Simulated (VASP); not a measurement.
Wanted: the native input for a VASP 6.6.1 run.

| Item | Value |
| --- | --- |
| Task | single point |
| Functional | PBEsol |
| Potentials or basis | VASP PAW PBE potentials, release 64 (Mg, I) |
| Cutoff | 520 eV |
| k mesh | 6 × 6 × 4 |
| Occupations | gaussian, width 0.02 eV |
| Spin | no spin polarisation |
| Dipole correction | no |
| Further INCAR settings | ALGO = Normal; EDIFF = 1e-07; NBANDS = 15 |

The structure of MgI2 lies in POSCAR:

```
MgI2
1.0
    4.1272937071      0.0000000000      0.0000000000
   -2.0636468536      3.5743411992      0.0000000000
    0.0000000000      0.0000000000      7.2350653110
Mg I
1 2
Direct
    0.0000000000      0.0000000000      0.0000000000
    0.3333333327      0.6666666673      0.7688620548
    0.6666666673      0.3333333327      0.2311379452
```

This cell differs from its parent crystal: uniaxial strain along c: +3.0 %, then relaxed in part.

One way to write it, as run:

INCAR

```
  ALGO = Normal
  EDIFF = 1E-7
  ENCUT = 520
  GGA = PS
  ISIF = 2
  ISMEAR = 0
  LASPH = T
  LCHARG = F
  LREAL = F
  LWAVE = F
  NBANDS = 15
  NELM = 60
  PREC = Accurate
  SIGMA = 0.02
```

KPOINTS

```
k-points
0
Gamma
  6 6 4
```

Potentials or basis: VASP PAW PBE potentials, release 64 (Mg, I).

The run is started by

```console
$ cat potpaw_PBE.64/Mg/POTCAR potpaw_PBE.64/I/POTCAR > POTCAR
$ mpirun -np 1 vasp_std > vasp.out
```

It gave:

```yaml
Pressure: -0.1 GPa
Largest_force: 0.004 eV/Å
Band_gap_on_the_k_mesh: 3.54 eV, indirect (least direct gap 3.69 eV)
```

Caveat: the cell differs from its parent crystal (uniaxial strain along c: +3.0 %, then relaxed in part); the PAW data sets were made with another functional, which shifts forces and pressure a little; spin-orbit coupling is left out, which moves the levels of the heavy elements; this functional lacks dispersion, which binds the layers, so the pressure and a relaxed spacing across them are unreliable.

It took 18 s on 1 thread of Intel(R) Xeon(R) 6975P-C (Granite Rapids), on a shared host, peak memory 0.24 GiB.
